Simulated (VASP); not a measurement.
# HfN (Fmmm) in VASP: a series of runs

The runs below take HfN through single point, with PBEsol.

Program: VASP 6.6.1. These are calculated values, not measurements. Logs are shortened: lines on timing, memory, paths and dates and some standing lists are left out, and cuts for length are marked.

### Step 1. The cell of the first run

Symmetry: Fmmm, No. 69, orthorhombic system. The conventional cell has a = 4.484 Å, b = 4.518 Å, c = 4.552 Å, α = 90.00°, β = 90.00°, γ = 90.00°. Within 3.0 Å of Hf (site symmetry mmm) lie 6 N at 2.24 to 2.28 Å. Within 3.0 Å of N (site symmetry mmm) lie 6 Hf at 2.24 to 2.28 Å.

### Step 2. Single point, PBEsol (strain +0.0075 x Voigt [1, -1, 0, 0, 0, 0])

Contents of INCAR:

```
SYSTEM = HfN
ALGO     = Normal         ! electronic algorithm
EDIFF    = 1E-6           ! SCF threshold, eV
ENCUT    = 520            ! plane-wave cutoff, eV
GGA      = PS             ! functional
ISIF     = 2              ! what is computed and relaxed
ISMEAR   = 0              ! smearing method
LASPH    = .TRUE.         ! aspherical terms in the spheres
LCHARG   = .FALSE.        ! write CHGCAR
LREAL    = .FALSE.        ! projectors in reciprocal space
LWAVE    = .FALSE.        ! write WAVECAR
NBANDS   = 14             ! bands
NELM     = 60             ! most SCF steps
PREC     = Accurate       ! precision mode
SIGMA    = 0.15           ! smearing width, eV
```

Contents of KPOINTS:

```
k-points
0
G
  18 18 18
  0 0 0
```

Contents of POSCAR:

```
HfN
1.0
    0.0000000000      2.2420575000      2.2590000000
    2.2759425000      0.0000000000      2.2590000000
    2.2759425000      2.2420575000      0.0000000000
Hf N
1 1
Direct
    0.0000000000      0.0000000000      0.0000000000
    0.5000000000      0.5000000000      0.5000000000
```

Potentials or basis: VASP PAW PBE potentials, release 64 (Hf_pv, N).

On the command line:

```sh
$ cat potpaw_PBE.64/Hf_pv/POTCAR potpaw_PBE.64/N/POTCAR > POTCAR
$ mpirun -np 1 vasp_std > vasp.out
```

OUTCAR:

```text
SYSTEM = HfN
   EDIFF = 1E-6
   ENCUT = 520
   GGA = PS
   ISIF = 2
   ISMEAR = 0
   LASPH = .TRUE.
   LREAL = .FALSE.
   NELM = 60
   PREC = Accurate

 ion  position               nearest neighbor table
   1  0.000  0.000  0.000-   2 2.24   2 2.24   2 2.26   2 2.26   2 2.28   2 2.28
   2  0.500  0.500  0.500-   1 2.24   1 2.24   1 2.26   1 2.26   1 2.28   1 2.28

  LATTYP: Found a face centered orthorhombic cell.
 ALAT       =     4.4841150000
 B/A-ratio  =     1.0075566751
 C/A-ratio  =     1.0151133501

  Lattice vectors:

 A1 = (  -2.2759425000,   0.0000000000,  -2.2590000000)
 A2 = (  -2.2759425000,   2.2420575000,   0.0000000000)
 A3 = (   0.0000000000,   2.2420575000,  -2.2590000000)

Analysis of symmetry for initial positions (statically):
=====================================================================
 Subroutine PRICEL returns:
 Original cell was already a primitive cell.

 Routine SETGRP: Setting up the symmetry group for a
 face centered orthorhombic supercell.

 Subroutine GETGRP returns: Found  8 space group operations
 (whereof  8 operations were pure point group operations)
 out of a pool of  8 trial point group operations.

The static configuration has the point symmetry D_2h.

Analysis of symmetry for dynamics (positions and initial velocities):
=====================================================================
 Subroutine PRICEL returns:
 Original cell was already a primitive cell.

 Routine SETGRP: Setting up the symmetry group for a
 face centered orthorhombic supercell.

 Subroutine GETGRP returns: Found  8 space group operations
 (whereof  8 operations were pure point group operations)
 out of a pool of  8 trial point group operations.

The dynamic configuration has the point symmetry D_2h.

 Subroutine INISYM returns: Found  8 space group operations
 (whereof  8 operations are pure point group operations),
 and found     1 'primitive' translations

----------------------------------------------------------------------------------------

                                     Primitive cell

  volume of cell :      23.0544

  direct lattice vectors                    reciprocal lattice vectors
     0.000000000  2.242057500  2.259000000    -0.219689206  0.223009446  0.221336875
     2.275942500  0.000000000  2.259000000     0.219689206 -0.223009446  0.221336875
     2.275942500  2.242057500  0.000000000     0.219689206  0.223009446 -0.221336875

  length of vectors
     3.182750828  3.206710973  3.194798287     0.383388278  0.383388278  0.383388278

  position of ions in fractional coordinates (direct lattice)
     0.000000000  0.000000000  0.000000000
     0.500000000  0.500000000  0.500000000

  ion indices of the primitive-cell ions
   primitive index   ion index
                 1           1
                 2           2

----------------------------------------------------------------------------------------

 KPOINTS: k-points

Automatic generation of k-mesh.
 Grid dimensions read from file:
 generate k-points for:   18   18   18

 Generating k-lattice:

  Cartesian coordinates                     Fractional coordinates (reciprocal lattice)
    -0.012204956  0.012389414  0.012296493     0.055555556  0.000000000  0.000000000
     0.012204956 -0.012389414  0.012296493    -0.000000000  0.055555556 -0.000000000
     0.012204956  0.012389414 -0.012296493     0.000000000  0.000000000  0.055555556

  Length of vectors
     0.021299349  0.021299349  0.021299349

  Shift w.r.t. Gamma in fractional coordinates (k-lattice)
     0.000000000  0.000000000  0.000000000

 Subroutine IBZKPT returns following result:
 ===========================================

 Found    865 irreducible k-points:

 Following reciprocal coordinates:
            Coordinates               Weight
  0.000000  0.000000  0.000000      1.000000
  0.055556  0.000000 -0.000000      8.000000
  0.111111  0.000000 -0.000000      8.000000
  0.166667  0.000000 -0.000000      8.000000
  0.222222  0.000000 -0.000000      8.000000
  0.277778  0.000000 -0.000000      8.000000
[... 16 lines left out ...]
 -0.277778  0.055556  0.000000      8.000000
 -0.222222  0.055556  0.000000      8.000000
 [... further k-points ...]
   k-points           NKPTS =    865   k-points in BZ     NKDIM =    865   number of bands    NBANDS=     14
   number of dos      NEDOS =    301   number of ions     NIONS =      2
   total plane-waves  NPLWV =  13824
   dimension x,y,z NGX =    24 NGY =   24 NGZ =   24
   dimension x,y,z NGXF=    48 NGYF=   48 NGZF=   48
   ions per type =               1   1
   NGX,Y,Z   is equivalent  to a cutoff of  12.54, 12.44, 12.49 a.u.
   NGXF,Y,Z  is equivalent  to a cutoff of  25.07, 24.88, 24.98 a.u.
 SYSTEM =  HfN
   PREC   = accura    normal or accurate (medium, high low for compatibility)
   ISTART =      0    job   : 0-new  1-cont  2-samecut
   ICHARG =      2    charge: 1-file 2-atom 10-const
   ISPIN  =      1    spin polarized calculation?
   LNONCOLLINEAR =      F non collinear calculations
   LSORBIT =      F    spin-orbit coupling
   LASPH  =      T    aspherical Exc in radial PAW
   ENCUT  =  520.0 eV  38.22 Ry    6.18 a.u.   5.92  5.96  5.94*2*pi/ulx,y,z
   NELM   =     60;   NELMIN=  2; NELMDL= -5     # of ELM steps
   EDIFF  = 0.1E-05   stopping-criterion for ELM
   LREAL  =      F    real-space projection
   EDIFFG = 0.1E-04   stopping-criterion for IOM
   NSW    =      0    number of steps for IOM
   IBRION =     -1    ionic relax: 0-MD 1-quasi-New 2-CG
   NFREE  =      0    steps in history (QN), initial steepest desc. (CG)
   ISIF   =      2    stress and relaxation
   ISYM   =      2    0-nonsym 1-usesym 2-fastsym
   POTIM  = 0.5000    time-step for ionic-motion
   TEBEG  =    0.0;   TEEND  =   0.0 temperature during run
   PSTRESS=    0.0 pullay stress
   NELECT =      15.0000    total number of electrons
   NUPDOWN=      -1.0000    fix difference up-down
   EMIN   =  10.00;   EMAX   =-10.00  energy-range for DOS
   EFERMI =   0.00;   METHOD = LEGACY
   ISMEAR =     0;   SIGMA  =   0.15  broadening in eV -4-tet -1-fermi 0-gaus
   EFERMI_NEDOS =   21; number of points for ismear=-14 and -15
   IALGO  =     38    algorithm
   IMIX   =      4    mixing-type and parameters
     AMIX     =   0.40;   BMIX     =  1.00
     AMIX_MAG =   1.60;   BMIX_MAG =  1.00
  volume/ion in A,a.u.               =      11.53        77.79
  Fermi-wavevector in a.u.,A,eV,Ry     =   1.418580  2.680727 27.379945  2.012369
  Thomas-Fermi vector in A             =   2.539691
   LORBIT       =      0    0 simple, 1 ext, 2 COOP (PROOUT), +10 PAW based schemes
   GGA     = PS    functional components
   LHFCALC =     F    Hartree Fock is set to
   AEXX    =    0.0000 exact exchange contribution
   IVDW    =     0    specifies the selected vdW correction
   LEPSILON=     F    determine dielectric tensor
   LRPA    =     F    only Hartree local field effects (RPA)
 non-spin polarized calculation
 Gauss-broadening in eV      SIGMA  =   0.15
  energy-cutoff  :      520.00
  volume of cell :       23.05
 maximum number of plane-waves:       636
   NGX = 11   NGY = 11   NGZ = 11

 number of electron      15.0000001 magnetization

 Free energy of the ion-electron system (eV)
  ---------------------------------------------------
  ext. energy  EPLUGINS =         0.00000000
  ---------------------------------------------------
  free energy    TOTEN  =       -22.98544640 eV

  energy without entropy =      -22.97827280  energy(sigma->0) =      -22.98185960

 E-fermi :   8.1873     XC(G=0): -12.8939

 val. band max:        8.1798435477   @ k =   0.3333   0.1111   0.1667
 cond. band min:       8.1904503125   @ k =  -0.1667   0.1667   0.0556
 fundamental gap:      0.0106067648
 Fermi energy:         8.1872744441

 k-point     1 :       0.0000    0.0000    0.0000
  band No.  band energies     occupation
      1     -22.8680      2.00000
      2     -22.8598      2.00000
      3     -22.8530      2.00000
      4      -9.2406      2.00000
      5       5.1780      2.00000
      6       5.2137      2.00000
      7       5.2526      2.00000
      8       7.7446      1.99997
      9       7.8296      1.99925
     10       7.9138      1.99006
     11       9.8146      0.00000
     12      10.1243      0.00000
     13      10.3620      0.00000
     14      17.7394      0.00000

 k-point     2 :       0.0556    0.0000   -0.0000
  band No.  band energies     occupation
      1     -22.8938      2.00000
      2     -22.8670      2.00000
      3     -22.8580      2.00000
      4      -9.1679      2.00000
      5       4.8750      2.00000
      6       5.0030      2.00000
      7       5.0473      2.00000
      8       7.8566      1.99818
      9       7.9342      1.98298
     10       8.0114      1.90269
     11      10.0567      0.00000
     12      10.3679      0.00000
     13      10.6036      0.00000
     14      17.9847      0.00000

 k-point     3 :       0.1111    0.0000   -0.0000
  band No.  band energies     occupation
      1     -22.9849      2.00000
      2     -22.8761      2.00000
      3     -22.8652      2.00000
      4      -8.9568      2.00000
      5       4.1049      2.00000
      6       4.5359      2.00000
      7       4.5801      2.00000
      8       8.0805      1.68605
      9       8.2006      0.89971
     10       8.2722      0.42352
     11      10.6928      0.00000
     12      11.0150      0.00000
     13      11.2475      0.00000
     14      18.6778      0.00000
[... 324 lines left out ...]
 k-point    23 :      -0.2778    0.0556    0.0000
  band No.  band energies     occupation
      1     -23.5033      2.00000
      2     -22.9525      2.00000
      3     -22.9041      2.00000
      4      -7.5763      2.00000
      5       1.0096      2.00000
      6       2.6755      2.00000
      7       2.9866      2.00000
      8       9.0181      0.00000
      9       9.7851      0.00000
     10      10.6951      0.00000
     11      13.0130      0.00000
     12      14.1817      0.00000
     13      15.0537      0.00000
     14      20.4264      0.00000

 k-point    24 :      -0.2222    0.0556    0.0000
  band No.  band energies     occupation
      1     -23.3436      2.00000
      2     -22.9360      2.00000
      3     -22.8888      2.00000
      4      -8.0299      2.00000
      5       1.8259      2.00000
      6       3.0955      2.00000
      7       3.4667      2.00000
      8       8.6031      0.00009
      9       9.1395      0.00000
     10      10.0087      0.00000
     11      12.1758      0.00000
     12      13.3351      0.00000
     13      14.0449      0.00000
     14      20.4470      0.00000

 [... further k-points ...]
[... 5 lines left out ...]
  --------------------------------------------------------------------------------------
  -------------------------------------------------------------------------------------
  Total       -1.2325871     -0.2104400     -0.7388627      0.0000000     -0.0000000      0.0000000
  in kB      -85.6591867    -14.6246217    -51.3475885      0.0000000     -0.0000000      0.0000000
  external PRESSURE =     -50.5437990 kB  Pullay stress =       0.0000000 kB

 VOLUME and BASIS-vectors are now :
 -----------------------------------------------------------------------------
  energy-cutoff  :      520.00
  volume of cell :       23.05
      direct lattice vectors                 reciprocal lattice vectors
     0.000000000  2.242057500  2.259000000    -0.219689206  0.223009446  0.221336875
     2.275942500  0.000000000  2.259000000     0.219689206 -0.223009446  0.221336875
     2.275942500  2.242057500  0.000000000     0.219689206  0.223009446 -0.221336875

 POSITION                                       TOTAL-FORCE (eV/Angst)
 -----------------------------------------------------------------------------------
      0.00000      0.00000      0.00000         0.000000     -0.000000      0.000000
      2.27594      2.24206      2.25900         0.000000      0.000000      0.000000
 -----------------------------------------------------------------------------------
    total drift:                                0.000000     -0.000000     -0.000000

  FREE ENERGIE OF THE ION-ELECTRON SYSTEM (eV)
  ---------------------------------------------------
  free  energy   TOTEN  =       -22.9854463985 eV

  energy  without entropy=      -22.9782727972  energy(sigma->0) =      -22.98185960
```

Wall time 2.1 min (1 thread of Intel Xeon 6975P-C (Granite Rapids), shared host); peak memory 0.38 GiB.

What came out:

```
Free energy : -22.9854 eV
Pressure    : -5.1 GPa
```

Stress tensor (GPa, compression positive):
```
-8.57  0.00  0.00
 0.00 -1.46  0.00
 0.00  0.00 -5.13
```

Levels at points of the mesh, in eV from the Fermi level:
| k point | band 4 | band 5 | band 6 | band 7 | band 8 | band 9 | band 10 | band 11 | band 12 | band 13 |
| --- | --- | --- | --- | --- | --- | --- | --- | --- | --- | --- |
| (0.00, 0.00, 0.00) | -17.43 | -3.01 | -2.97 | -2.93 | -0.44 | -0.36 | -0.27 | 1.63 | 1.94 | 2.17 |
| (0.50, 0.00, 0.00) | -14.65 | -8.89 | -6.17 | -6.16 | 3.31 | 3.68 | 3.77 | 4.42 | 8.72 | 9.03 |
| (0.50, 0.50, 0.00) | -16.31 | -5.38 | -3.83 | -3.68 | -3.61 | 4.07 | 5.45 | 5.65 | 5.67 | 7.95 |
| (0.50, 0.00, 0.50) | -16.31 | -5.30 | -3.85 | -3.70 | -3.66 | 4.10 | 5.51 | 5.62 | 5.62 | 8.04 |
| (0.00, 0.50, 0.50) | -16.32 | -5.46 | -3.81 | -3.63 | -3.59 | 4.09 | 5.51 | 5.61 | 5.64 | 7.87 |

Caveat: the cell differs from its parent crystal (strain +0.0075 x Voigt [1, -1, 0, 0, 0, 0]); the PAW data sets were made with another functional, which shifts forces and pressure a little; spin-orbit coupling is left out, which moves the levels of the heavy elements.

### Step 3. Single point, PBEsol (strain +0.0025 x Voigt [1, -1, 0, 0, 0, 0])

Contents of INCAR:

```
PREC = Accurate ; ENCUT = 520
EDIFF = 1E-7 ; ISMEAR = 0
SIGMA = 0.15 ; LREAL = F
LASPH = T ; NELM = 80
ALGO = Normal ; ISIF = 2
LWAVE = F ; LCHARG = F
GGA = PS ; NBANDS = 14
```

Contents of KPOINTS:

```
regular mesh
0
Gamma
  18 18 18
```

Contents of POSCAR:

```
HfN
1.0
    0.0000000000      2.2533525000      2.2590000000
    2.2646475000      0.0000000000      2.2590000000
    2.2646475000      2.2533525000      0.0000000000
Hf N
1 1
Direct
    0.0000000000      0.0000000000      0.0000000000
    0.5000000000      0.5000000000      0.5000000000
```

Potentials or basis: VASP PAW PBE potentials, release 64 (Hf_pv, N).

On the command line:

```sh
$ cat potpaw_PBE.64/Hf_pv/POTCAR potpaw_PBE.64/N/POTCAR > POTCAR
$ mpirun -np 1 vasp_std > vasp.out
```

Wall time 2.8 min (1 thread of Intel Xeon 6975P-C (Granite Rapids), shared host); peak memory 0.39 GiB.

Results (log left out):

| Property | Result |
| --- | --- |
| Free energy | -22.9888 eV |
| Pressure | -5.2 GPa |

Stress tensor (GPa, compression positive):
```
-6.33  0.00  0.00
 0.00 -3.97  0.00
 0.00  0.00 -5.17
```

Levels at points of the mesh, in eV from the Fermi level:
```csv
k point,band 4,band 5,band 6,band 7,band 8,band 9,band 10,band 11,band 12,band 13
"(0.00, 0.00, 0.00)",-17.43,-2.98,-2.97,-2.96,-0.39,-0.36,-0.33,1.78,1.94,2.01
"(0.50, 0.00, 0.00)",-14.65,-8.89,-6.16,-6.16,3.31,3.71,3.74,4.42,8.83,8.94
"(0.50, 0.50, 0.00)",-16.31,-5.38,-3.83,-3.66,-3.63,4.10,5.53,5.60,5.63,7.95
"(0.50, 0.00, 0.50)",-16.31,-5.35,-3.84,-3.66,-3.65,4.10,5.54,5.58,5.62,7.98
"(0.00, 0.50, 0.50)",-16.31,-5.40,-3.82,-3.64,-3.63,4.10,5.54,5.58,5.63,7.92
```

Caveat: the cell differs from its parent crystal (strain +0.0025 x Voigt [1, -1, 0, 0, 0, 0]); the PAW data sets were made with another functional, which shifts forces and pressure a little; spin-orbit coupling is left out, which moves the levels of the heavy elements.
